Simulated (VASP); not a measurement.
Input of a VASP 6.6.1 run:

Contents of INCAR:

```
SYSTEM = C
PREC = Accurate ; ENCUT = 520
EDIFF = 1E-7 ; ISMEAR = 0
SIGMA = 0.15 ; LREAL = .FALSE.
LASPH = .TRUE. ; NELM = 80
ALGO = Normal ; ISIF = 2
LWAVE = .FALSE. ; LCHARG = .FALSE.
GGA = PE ; IVDW = 12
NBANDS = 36
```

The input KPOINTS:

```
regular mesh
0
G
  18 18 2
  0 0 0
```

File POSCAR:

```
C
1.0
    2.4648840281      0.0000000000     -0.0246488403
   -1.2324420141      2.1346521857      0.0123244201
   -0.2060609476      0.0000000000     20.6060947640
C
12
Direct
    0.6666666667      0.3333333333      0.9519899901
    0.6666666667      0.3333333333      0.4520101828
    0.6666666667      0.3333333333      0.7793231472
    0.6666666667      0.3333333333      0.2793433400
    0.0000000000      0.0000000000      0.6156666650
    0.3333333333      0.6666666667      0.2793231472
    0.0000000000      0.0000000000      0.1156666650
    0.6666666667      0.3333333333      0.6156666650
    0.3333333333      0.6666666667      0.7793433400
    0.3333333333      0.6666666667      0.1156666650
    0.3333333333      0.6666666667      0.4519899901
    0.3333333333      0.6666666667      0.9520101828
```

Potentials or basis: VASP PAW PBE potentials, release 64 (C).

Command:

```sh
$ cat potpaw_PBE.64/C/POTCAR > POTCAR
$ mpirun -np 1 vasp_std > vasp.out
```

Task: Estimate the pressure.

Result: 0.4 GPa.

Task: Estimate the dispersion energy per atom.

Result: -0.152 eV.

Forces on the atoms (eV/Å):
```
C   -0.003  0.001  0.000
C   -0.002  0.001  0.000
C    0.002  0.001  0.000
C    0.003  0.001  0.000
C    0.000  0.000  0.000
C    0.002 -0.001  0.000
C    0.000  0.000  0.000
C    0.000 -0.001  0.000
C    0.003 -0.001  0.000
C    0.000  0.001  0.000
C   -0.003 -0.001  0.000
C   -0.002 -0.001  0.000
```

Caveat: the cell differs from its parent crystal (strain -0.0200 x Voigt [0, 0, 0, 0, 1, 0]).
